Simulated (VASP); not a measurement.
A run of VASP 6.6.1:

POSCAR

```
Ni
1.0
    0.0000000000      1.7330608651      1.7330608651
    1.7330608651      0.0000000000      1.7330608651
    1.7330608651      1.7330608651      0.0000000000
Ni
1
Direct
    0.0000000000      0.0000000000      0.0000000000
```

The input INCAR.step1:

```
ALGO = Normal
EDIFF = 1E-4
ENCUT = 520
GGA = PE
ISMEAR = 0
LASPH = True
LCHARG = False
LREAL = False
LWAVE = True
NBANDS = 11
NELM = 80
PREC = Accurate
SIGMA = 0.1
```

File INCAR.step2:

```
ALGO = Normal
EDIFF = 1E-6
ENCUT = 520
ISIF = 2
ISMEAR = 0
ISTART = 1
LASPH = True
LCHARG = False
LMIXTAU = True
LREAL = False
LWAVE = False
METAGGA = R2SCAN
NBANDS = 11
NELM = 80
PREC = Accurate
SIGMA = 0.1
```

File KPOINTS:

```
k-points
0
Gamma
  15 15 15
```

Potentials or basis: VASP PAW PBE potentials, release 64 (Ni).

Command:

```console
$ cat potpaw_PBE.64/Ni/POTCAR > POTCAR
$ cp INCAR.step1 INCAR
$ mpirun -np 1 vasp_std > vasp.out
$ cp INCAR.step2 INCAR
$ mpirun -np 1 vasp_std > vasp.out
```

Hardware: 1 thread of Intel(R) Xeon(R) 6975P-C (Granite Rapids), on a shared host.

Question: Estimate the wall time of this run.

Answer: Wall time 31 s on 1 thread of Intel(R) Xeon(R) 6975P-C (Granite Rapids), on a shared host, peak memory 0.12 GiB. Counts: k points 120.
